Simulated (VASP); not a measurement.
BaTiO3:

```
Ba Ti O
1.0
     3.91815    0.00000    0.00000
     0.00000    3.91815    0.00000
     0.00000    0.00000    3.93598
Ba Ti O
1 1 3
Direct
  0.00000 0.00000 0.00000
  0.50000 0.50000 0.49000
  0.00000 0.50000 0.51700
  0.50000 0.00000 0.51700
  0.50000 0.50000 0.01900
```

Base run:

```yaml
Program: VASP 6.6.1
Functional: revPBE
Potentials_or_basis: VASP PAW PBE potentials, release 64 (Ba_sv, Ti_sv, O)
Cutoff: 520 eV
k_mesh: 7 × 7 × 7
Occupations: fermi-dirac, width 0.05 eV
Spin: no spin polarisation
```

Its results: band gap on the k mesh 2.03 eV, indirect (least direct gap 2.16 eV); pressure 20.2 GPa; largest force 0.186 eV/Å.

**Question.** After a change of settings the same cell gave: band gap on the k mesh 2.00 eV, indirect (least direct gap 2.14 eV); pressure 16.9 GPa; largest force 0.195 eV/Å. Which change was it?
A. functional from revPBE to LDA; potentials or basis from VASP PAW PBE potentials, release 64 (Ba_sv, Ti_sv, O) to VASP PAW LDA potentials, release 64 (Ba_sv, Ti_sv, O)
B. functional from revPBE to PBE
C. dispersion from none to D4
D. functional from revPBE to RPBE; dispersion from none to D3(BJ)

**Answer.** B.

PBE binds more tightly than revPBE, so the same cell stands under less pressure.

Caveats: spin-orbit coupling is left out, which moves the levels of the heavy elements; the PAW data sets were made with another functional, which shifts forces and pressure a little (some runs).
